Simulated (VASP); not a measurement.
Al, 4 atoms in the cell. It takes space group Pm (No. 6, monoclinic). Conventional cell: a = 2.836 Å, b = 9.322 Å, c = 2.836 Å, α = 90.00°, β = 120.00°, γ = 90.00°. Al (site symmetry 1) has 12 Al at 2.78 to 2.92 Å within 3.7 Å. Within 3.7 Å of Al (site symmetry m) lie 12 Al at 2.78 to 2.92 Å. Al (site symmetry m) has 12 Al at 2.84 to 2.85 Å within 3.7 Å.  This cell differs from its parent crystal: atom 2 (Al) moved +0.133 Å towards its neighbour atom 2 (Al) at 2.836 Å.

```yaml
Program: VASP 6.6.1
Task: single point
Functional: PBEsol
Potentials_or_basis: VASP PAW PBE potentials, release 64 (Al)
Cutoff: 520 eV
k_mesh: 18 × 18 × 6
Occupations: gaussian, width 0.15 eV
Spin: no spin polarisation
Dipole_correction: no
Further_INCAR_settings: ALGO = Fast; EDIFF = 1e-07; NBANDS = 14
```

Potentials or basis: VASP PAW PBE potentials, release 64 (Al).

Command:

```bash
$ cat potpaw_PBE.64/Al/POTCAR > POTCAR
$ mpirun -np 1 vasp_std > vasp.out
```

Hardware: 1 thread of AMD EPYC 7R13 Processor (Zen 3), on a shared host.

**Question.** How long does it take, and how much memory?

**Answer.** It took 8.4 min on 1 thread of AMD EPYC 7R13 Processor (Zen 3), with other jobs on the host, peak memory 0.5 GiB. Counts: scf iterations 16, k points 656.
